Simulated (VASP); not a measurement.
# ZnGeO2 (P4/mmm) in VASP: a series of runs, part 2 of 2

VASP 6.6.1. Earlier steps stand in the parts before.

### 4 Relaxation of cell and atoms, PBE

Input file INCAR:

```
SYSTEM = ZnGeO2
PREC = Accurate
ENCUT = 600
EDIFF = 1E-6
ISMEAR = 0
SIGMA = 0.1
LREAL = .False.
LASPH = .True.
NELM = 60
ALGO = Normal
ISIF = 3
LWAVE = .False.
LCHARG = .False.
GGA = PE
IBRION = 2
NSW = 90
EDIFFG = -0.04
```

Input file KPOINTS:

```
regular mesh
0
Gamma
  6 6 4
  0 0 0
```

Input file POSCAR:

```
ZnGeO2
1.0
    3.0097911600      0.0000000000      0.0000000000
    0.0000000000      3.0097911600      0.0000000000
    0.0000000000      0.0000000000      6.1060176700
Zn Ge O
1 1 2
Direct
    0.5000000000      0.5000000000      0.0000000000
    0.5000000000      0.5000000000      0.5000000000
    0.0000000000      0.0000000000      0.0000000000
    0.0000000000      0.0000000000      0.5000000000
```

Potentials or basis: VASP PAW PBE potentials, release 64 (Zn, Ge_d, O).

Run with:

```bash
$ cat potpaw_PBE.64/Zn/POTCAR potpaw_PBE.64/Ge_d/POTCAR potpaw_PBE.64/O/POTCAR > POTCAR
$ mpirun -np 1 vasp_std > vasp.out
```

OUTCAR:

```text
SYSTEM = ZnGeO2
   PREC = Accurate
   ENCUT = 600
   EDIFF = 1E-6
   ISMEAR = 0
   LREAL = .False.
   LASPH = .True.
   NELM = 60
   ISIF = 3
   GGA = PE
   IBRION = 2
   NSW = 90
   EDIFFG = -0.04

 ion  position               nearest neighbor table
   1  0.500  0.500  0.000-   3 2.13   3 2.13   3 2.13   3 2.13
   2  0.500  0.500  0.500-   4 2.13   4 2.13   4 2.13   4 2.13
   3  0.000  0.000  0.000-   1 2.13   1 2.13   1 2.13   1 2.13
   4  0.000  0.000  0.500-   2 2.13   2 2.13   2 2.13   2 2.13

  LATTYP: Found a simple tetragonal cell.
 ALAT       =     3.0097911600
 C/A-ratio  =     2.0287180556

  Lattice vectors:

 A1 = (   3.0097911600,   0.0000000000,   0.0000000000)
 A2 = (   0.0000000000,   3.0097911600,   0.0000000000)
 A3 = (   0.0000000000,   0.0000000000,   6.1060176700)

Analysis of symmetry for initial positions (statically):
=====================================================================
 Subroutine PRICEL returns:
 Original cell was already a primitive cell.

 Routine SETGRP: Setting up the symmetry group for a
 simple tetragonal supercell.

 Subroutine GETGRP returns: Found 16 space group operations
 (whereof 16 operations were pure point group operations)
 out of a pool of 16 trial point group operations.

The static configuration has the point symmetry D_4h.

Analysis of symmetry for dynamics (positions and initial velocities):
=====================================================================
 Subroutine PRICEL returns:
 Original cell was already a primitive cell.

 Routine SETGRP: Setting up the symmetry group for a
 simple tetragonal supercell.

 Subroutine GETGRP returns: Found 16 space group operations
 (whereof 16 operations were pure point group operations)
 out of a pool of 16 trial point group operations.

The dynamic configuration has the point symmetry D_4h.

 Subroutine INISYM returns: Found 16 space group operations
 (whereof 16 operations are pure point group operations),
 and found     1 'primitive' translations

----------------------------------------------------------------------------------------

                                     Primitive cell

  volume of cell :      55.3135

  direct lattice vectors                    reciprocal lattice vectors
     3.009791160  0.000000000  0.000000000     0.332248966  0.000000000  0.000000000
     0.000000000  3.009791160  0.000000000     0.000000000  0.332248966  0.000000000
     0.000000000  0.000000000  6.106017670     0.000000000  0.000000000  0.163772864

  length of vectors
     3.009791160  3.009791160  6.106017670     0.332248966  0.332248966  0.163772864

  position of ions in fractional coordinates (direct lattice)
     0.500000000  0.500000000  0.000000000
     0.500000000  0.500000000  0.500000000
     0.000000000  0.000000000  0.000000000
     0.000000000  0.000000000  0.500000000

  ion indices of the primitive-cell ions
   primitive index   ion index
                 1           1
                 2           2
                 3           3
                 4           4

----------------------------------------------------------------------------------------

 KPOINTS: regular mesh
[... 53 lines left out ...]
   dimension x,y,z NGX =    24 NGY =   24 NGZ =   50
   dimension x,y,z NGXF=    48 NGYF=   48 NGZF=  100
   ions per type =               1   1   2
   NGX,Y,Z   is equivalent  to a cutoff of  13.26, 13.26, 13.61 a.u.
   NGXF,Y,Z  is equivalent  to a cutoff of  26.51, 26.51, 27.23 a.u.
 SYSTEM =  ZnGeO2
   PREC   = accura    normal or accurate (medium, high low for compatibility)
   ISTART =      0    job   : 0-new  1-cont  2-samecut
   ICHARG =      2    charge: 1-file 2-atom 10-const
   ISPIN  =      1    spin polarized calculation?
   LNONCOLLINEAR =      F non collinear calculations
   LSORBIT =      F    spin-orbit coupling
   LASPH  =      T    aspherical Exc in radial PAW
   ENCUT  =  600.0 eV  44.10 Ry    6.64 a.u.   6.01  6.01 12.20*2*pi/ulx,y,z
   NELM   =     60;   NELMIN=  2; NELMDL= -5     # of ELM steps
   EDIFF  = 0.1E-05   stopping-criterion for ELM
   LREAL  =      F    real-space projection
   EDIFFG = -.4E-01   stopping-criterion for IOM
   NSW    =     90    number of steps for IOM
   IBRION =      2    ionic relax: 0-MD 1-quasi-New 2-CG
   NFREE  =      1    steps in history (QN), initial steepest desc. (CG)
   ISIF   =      3    stress and relaxation
   ISYM   =      2    0-nonsym 1-usesym 2-fastsym
   POTIM  = 0.5000    time-step for ionic-motion
   TEBEG  =    0.0;   TEEND  =   0.0 temperature during run
   PSTRESS=    0.0 pullay stress
   NELECT =      38.0000    total number of electrons
   NUPDOWN=      -1.0000    fix difference up-down
   EMIN   =  10.00;   EMAX   =-10.00  energy-range for DOS
   EFERMI =   0.00;   METHOD = LEGACY
   ISMEAR =     0;   SIGMA  =   0.10  broadening in eV -4-tet -1-fermi 0-gaus
   EFERMI_NEDOS =   21; number of points for ismear=-14 and -15
   IALGO  =     38    algorithm
   IMIX   =      4    mixing-type and parameters
     AMIX     =   0.40;   BMIX     =  1.00
     AMIX_MAG =   1.60;   BMIX_MAG =  1.00
  volume/ion in A,a.u.               =      13.83        93.32
  Fermi-wavevector in a.u.,A,eV,Ry     =   1.444527  2.729761 28.390723  2.086659
  Thomas-Fermi vector in A             =   2.562812
   LORBIT       =      0    0 simple, 1 ext, 2 COOP (PROOUT), +10 PAW based schemes
   GGA     = PE    functional components
   LHFCALC =     F    Hartree Fock is set to
   AEXX    =    0.0000 exact exchange contribution
   IVDW    =     0    specifies the selected vdW correction
   LEPSILON=     F    determine dielectric tensor
   LRPA    =     F    only Hartree local field effects (RPA)
 conjugate gradient relaxation of ions
 non-spin polarized calculation
 Gauss-broadening in eV      SIGMA  =   0.10
  energy-cutoff  :      600.00
  volume of cell :       55.31
 maximum number of plane-waves:      1876
   NGX = 13   NGY = 13   NGZ = 25

--------------------------------------- Ionic step        1  -------------------------------------------

 number of electron      37.9999995 magnetization

 Free energy of the ion-electron system (eV)
  ---------------------------------------------------
  ext. energy  EPLUGINS =         0.00000000
  ---------------------------------------------------
  free energy    TOTEN  =       -18.09665011 eV

  energy without entropy =      -18.09121443  energy(sigma->0) =      -18.09393227

------------------------ aborting loop because EDIFF is reached ----------------------------------------

  FORCE on cell =-STRESS in cart. coord.  units (eV):
  Direction    XX          YY          ZZ          XY          YZ          ZX
  --------------------------------------------------------------------------------------
  -------------------------------------------------------------------------------------
  Total       -1.6344865     -1.6344865      1.7032593      0.0000000      0.0000000      0.0000000
  in kB      -47.3435858    -47.3435858     49.3356164      0.0000000      0.0000000      0.0000000
  external PRESSURE =     -15.1171851 kB  Pullay stress =       0.0000000 kB
[... 95 lines left out ...]
  FREE ENERGIE OF THE ION-ELECTRON SYSTEM (eV)
  ---------------------------------------------------
  free  energy   TOTEN  =       -18.1344166727 eV

  energy  without entropy=      -18.1293372080  energy(sigma->0) =      -18.13187694

 E-fermi :   2.7959     XC(G=0): -10.0322

 val. band max:        2.7715368779   @ k =   0.5000   0.0000   0.2500
 cond. band min:       2.8543544727   @ k =   0.5000   0.1667   0.0000
 fundamental gap:      0.0828175948
 Fermi energy:         2.7959317321

 k-point     1 :       0.0000    0.0000    0.0000
  band No.  band energies     occupation
      1     -22.1511      2.00000
      2     -22.0580      2.00000
      3     -22.0101      2.00000
      4     -22.0101      2.00000
      5     -21.9539      2.00000
      6     -16.8824      2.00000
[... 613 lines left out ...]
     22       7.6438      0.00000
     23       8.4083      0.00000

 [... further k-points ...]

[... ionic steps 4 to 7 ...]

--------------------------------------- Ionic step        8  -------------------------------------------

 number of electron      38.0000025 magnetization

------------------------ aborting loop because EDIFF is reached ----------------------------------------
[... 71 lines left out ...]
--------------------------------------- Ionic step       10  -------------------------------------------

 number of electron      38.0000017 magnetization

 Free energy of the ion-electron system (eV)
  ---------------------------------------------------
  ext. energy  EPLUGINS =         0.00000000
  ---------------------------------------------------
  free energy    TOTEN  =       -18.23931747 eV

  energy without entropy =      -18.23753632  energy(sigma->0) =      -18.23842690

 E-fermi :   2.4017     XC(G=0):  -9.5552

 val. band max:        2.3982763183   @ k =   0.5000   0.0000   0.2500
 cond. band min:       2.5911642103   @ k =   0.5000   0.1667   0.0000
 fundamental gap:      0.1928878920
 Fermi energy:         2.4016725463

 k-point     1 :       0.0000    0.0000    0.0000
  band No.  band energies     occupation
      1     -22.6973      2.00000
      2     -22.5975      2.00000
      3     -22.5586      2.00000
      4     -22.5586      2.00000
      5     -22.4951      2.00000
      6     -17.3979      2.00000
[... 646 lines left out ...]
  FREE ENERGIE OF THE ION-ELECTRON SYSTEM (eV)
  ---------------------------------------------------
  free  energy   TOTEN  =       -18.2393174738 eV

  energy  without entropy=      -18.2375363185  energy(sigma->0) =      -18.23842690

 reached required accuracy - stopping structural energy minimisation
```

Wall time 2.7 min (1 thread of Intel Xeon Platinum 8559C (Emerald Rapids), shared host); peak memory 0.21 GiB.

What came out:

```
Free energy                            : -18.2393 eV
Relaxed volume                         : 16.23 Å³/atom
Relaxed cell                           : a = 2.992 Å, b = 2.992 Å, c = 7.250 Å, α = 90.00°, β = 90.00°, γ = 90.00°
Space group after relaxing (to 0.05 Å) : P4/mmm (No. 123)
Energy gained by relaxing              : 35.7 meV/atom
Ionic steps                            : 10
Pressure after relaxing                : 0.0 GPa
Band gap on the k mesh                 : zero (band 19 reaches 2.69 eV, above the bottom of band 20 at 2.12 eV)
```

The path:
```tsv
step	energy change (eV)	largest force (eV/Å)	pressure (GPa)	volume (Å³)
1	0.0000	0.0000	-1.51	55.31
2	-0.0331	0.0000	4.23	54.25
3	-0.0378	0.0000	2.69	54.52
4	-0.0654	0.0000	1.95	55.91
5	-0.1190	0.0000	0.76	60.13
6	-0.1236	0.0000	-2.19	68.79
7	-0.1402	0.0000	-0.55	64.22
8	-0.1407	0.0000	-0.73	64.94
9	-0.1304	0.0000	2.02	64.83
10	-0.1427	0.0000	-0.01	64.92
```

Final structure:
```
Zn Ge O
1.0
     2.99230    0.00000    0.00000
     0.00000    2.99230    0.00000
     0.00000    0.00000    7.25003
Zn Ge O
1 1 2
Direct
  0.50000 0.50000 0.00000
  0.50000 0.50000 0.50000
  0.00000 0.00000 0.00000
  0.00000 0.00000 0.50000
```

Levels at points of the mesh, in eV from the Fermi level:
```csv
k point,band 16,band 17,band 18,band 19,band 20,band 21,band 22,band 23
"(0.00, 0.00, 0.00)",-4.61,-3.02,-2.52,-2.52,-0.10,1.80,6.75,7.12
"(0.50, 0.00, 0.00)",-3.48,-1.70,-0.64,-0.23,1.13,1.77,5.35,5.84
"(0.50, 0.50, 0.00)",-4.80,-4.80,-3.11,-1.68,2.11,2.24,6.99,6.99
"(0.00, 0.00, 0.50)",-4.61,-3.22,-2.52,-2.52,-0.28,2.94,4.14,8.55
"(0.50, 0.00, 0.50)",-3.48,-1.80,-0.64,0.29,0.92,1.90,4.42,5.47
"(0.50, 0.50, 0.50)",-4.81,-4.81,-3.07,-1.74,1.27,3.81,6.93,6.93
```

Caveat: the volume moved by over 15 % at a fixed basis, so the end points are rough.

### 5 Single point, PBE

This run uses another cell than the first one, of 17.11 Å³/atom, 1.237 times its volume.

Input file INCAR:

```
SYSTEM = ZnGeO2
PREC = Accurate
ENCUT = 520
EDIFF = 1E-7
ISMEAR = 0
SIGMA = 0.1
LREAL = .FALSE.
LASPH = .TRUE.
NELM = 60
ALGO = Normal
ISIF = 2
LWAVE = .FALSE.
LCHARG = .TRUE.
GGA = PE
LELF = .TRUE.
LVHAR = .TRUE.
NBANDS = 27
```

Input file KPOINTS:

```
regular mesh
0
G
  16 16 6
  0 0 0
```

Input file POSCAR:

```
ZnGeO2
1.0
    2.9869645656      0.0000000000      0.0000000000
    0.0000000000      2.9869645656      0.0000000000
    0.0000000000      0.0000000000      7.6698015801
Zn Ge O
1 1 2
Direct
    0.5000000000      0.5000000000      0.0000000000
    0.5000000000      0.5000000000      0.5000000000
    0.0000000000      0.0000000000      0.0000000000
    0.0000000000      0.0000000000      0.5000000000
```

Potentials or basis: VASP PAW PBE potentials, release 64 (Zn, Ge_d, O).

Run with:

```bash
$ cat potpaw_PBE.64/Zn/POTCAR potpaw_PBE.64/Ge_d/POTCAR potpaw_PBE.64/O/POTCAR > POTCAR
$ mpirun -np 1 vasp_std > vasp.out
```

OUTCAR:

```text
SYSTEM = ZnGeO2
   PREC = Accurate
   ENCUT = 520
   EDIFF = 1E-7
   ISMEAR = 0
   LREAL = .FALSE.
   LASPH = .TRUE.
   NELM = 60
   ISIF = 2
   GGA = PE

 ion  position               nearest neighbor table
   1  0.500  0.500  0.000-   3 2.11   3 2.11   3 2.11   3 2.11
   2  0.500  0.500  0.500-   4 2.11   4 2.11   4 2.11   4 2.11
   3  0.000  0.000  0.000-   1 2.11   1 2.11   1 2.11   1 2.11
   4  0.000  0.000  0.500-   2 2.11   2 2.11   2 2.11   2 2.11

  LATTYP: Found a simple tetragonal cell.
 ALAT       =     2.9869645656
 C/A-ratio  =     2.5677578062

[... 910 lines left out ...]
     27      12.8150      0.00000

 [... further k-points ...]
[... 5 lines left out ...]
  --------------------------------------------------------------------------------------
  -------------------------------------------------------------------------------------
  Total        0.2095648      0.2095648     -0.0303087      0.0000000      0.0000000     -0.0000000
  in kB        4.9066460      4.9066460     -0.7096326      0.0000000      0.0000000     -0.0000000
  external PRESSURE =       3.0345532 kB  Pullay stress =       0.0000000 kB

 VOLUME and BASIS-vectors are now :
 -----------------------------------------------------------------------------
  energy-cutoff  :      520.00
  volume of cell :       68.43
      direct lattice vectors                 reciprocal lattice vectors
     2.986964566  0.000000000  0.000000000     0.334788036  0.000000000  0.000000000
     0.000000000  2.986964566  0.000000000     0.000000000  0.334788036  0.000000000
     0.000000000  0.000000000  7.669801580     0.000000000  0.000000000  0.130381469

 POSITION                                       TOTAL-FORCE (eV/Angst)
 -----------------------------------------------------------------------------------
      1.49348      1.49348      0.00000         0.000000      0.000000      0.000000
      1.49348      1.49348      3.83490         0.000000      0.000000      0.000000
      0.00000      0.00000      0.00000         0.000000      0.000000      0.000000
      0.00000      0.00000      3.83490         0.000000      0.000000      0.000000
 -----------------------------------------------------------------------------------
    total drift:                                0.000000     -0.000000     -0.000000

  FREE ENERGIE OF THE ION-ELECTRON SYSTEM (eV)
  ---------------------------------------------------
  free  energy   TOTEN  =       -18.2292643915 eV

  energy  without entropy=      -18.2258277173  energy(sigma->0) =      -18.22754605
```

OSZICAR:

```text
N       E                     dE             d eps       ncg     rms          rms(c)
DAV:   1     0.332195904213E+03    0.33220E+03   -0.18668E+04 11274   0.279E+03
DAV:   2     0.321996557384E+02   -0.30000E+03   -0.28287E+03 10182   0.628E+02
DAV:   3    -0.199861079853E+02   -0.52186E+02   -0.51226E+02 11016   0.170E+02
DAV:   4    -0.221855590382E+02   -0.21995E+01   -0.21905E+01 11509   0.391E+01
DAV:   5    -0.222205523281E+02   -0.34993E-01   -0.34984E-01 10882   0.524E+00    0.123E+01
DAV:   6    -0.183518164232E+02    0.38687E+01   -0.14092E+01 13522   0.613E+01    0.655E+00
DAV:   7    -0.183055752530E+02    0.46241E-01   -0.27564E+00 10671   0.133E+01    0.374E+00
DAV:   8    -0.182507469384E+02    0.54828E-01   -0.37364E-01 11644   0.440E+00    0.170E+00
DAV:   9    -0.182300173099E+02    0.20730E-01   -0.68692E-02 10927   0.302E+00    0.411E-01
DAV:  10    -0.182287933995E+02    0.12239E-02   -0.14681E-02 11162   0.735E-01    0.146E-01
DAV:  11    -0.182291867134E+02   -0.39331E-03   -0.15591E-03 10335   0.333E-01    0.537E-02
DAV:  12    -0.182292590443E+02   -0.72331E-04   -0.12432E-04 11477   0.137E-01    0.219E-02
DAV:  13    -0.182292629359E+02   -0.38916E-05   -0.31847E-05 12340   0.520E-02    0.960E-03
DAV:  14    -0.182292646406E+02   -0.17047E-05   -0.11345E-05 10500   0.219E-02    0.328E-03
DAV:  15    -0.182292644060E+02    0.23461E-06   -0.99035E-07 13210   0.121E-02    0.811E-04
DAV:  16    -0.182292643915E+02    0.14496E-07   -0.12844E-07  8476   0.272E-03
   1 F= -.18229264E+02 E0= -.18227546E+02  d E =-.343667E-02
```

stdout:

```text
POSCAR found type information on POSCAR ZnGeO
 POSCAR found :  3 types and       4 ions
 scaLAPACK will be used
 LDA part: xc-table for (Slater+PW92), standard interpolation
 POSCAR, INCAR and KPOINTS ok, starting setup
 FFT: planning ... GRIDC
 FFT: planning ... GRID_SOFT
 FFT: planning ... GRID
 WAVECAR not read
 entering main loop
```

Wall time 2.4 min (1 thread of Intel Xeon Platinum 8559C (Emerald Rapids), shared host); peak memory 0.42 GiB.

Results:

| Item | Value |
| --- | --- |
| Free energy | -18.2293 eV |
| Pressure | 0.3 GPa |
| Band gap on the k mesh | zero (band 19 reaches 2.50 eV, above the bottom of band 20 at 1.84 eV) |

Stress tensor (GPa, compression positive):
```
 0.49  0.00  0.00
 0.00  0.49  0.00
 0.00  0.00 -0.07
```

### 6 Summary

```csv
task,cell,k mesh,cutoff (eV),gap on the mesh (eV),pressure (GPa)
single point,"a = 3.010, b = 3.010, c = 6.106 Å, 4 atoms",6 × 6 × 4,520,none,-1.4
single point,"a = 2.991, b = 2.991, c = 7.568 Å, 4 atoms",6 × 6 × 4,520,none,0.3
relaxation of cell and atoms,"relaxed from a = 3.010, b = 3.010, c = 6.106 Å, 4 atoms",6 × 6 × 4,600,none,0.0
single point,"a = 2.987, b = 2.987, c = 7.670 Å, 4 atoms",16 × 16 × 6,520,none,0.3
```

Alike in all rows: level PBE; potentials or basis VASP PAW PBE potentials, release 64 (Zn, Ge_d, O); no spin polarisation; smearing gaussian 0.1 eV.

Caveats: the volume moved by over 15 % at a fixed basis, so the end points are rough (some runs).

Total energies depend on the potentials used, so only differences within one code and one set of settings carry meaning.
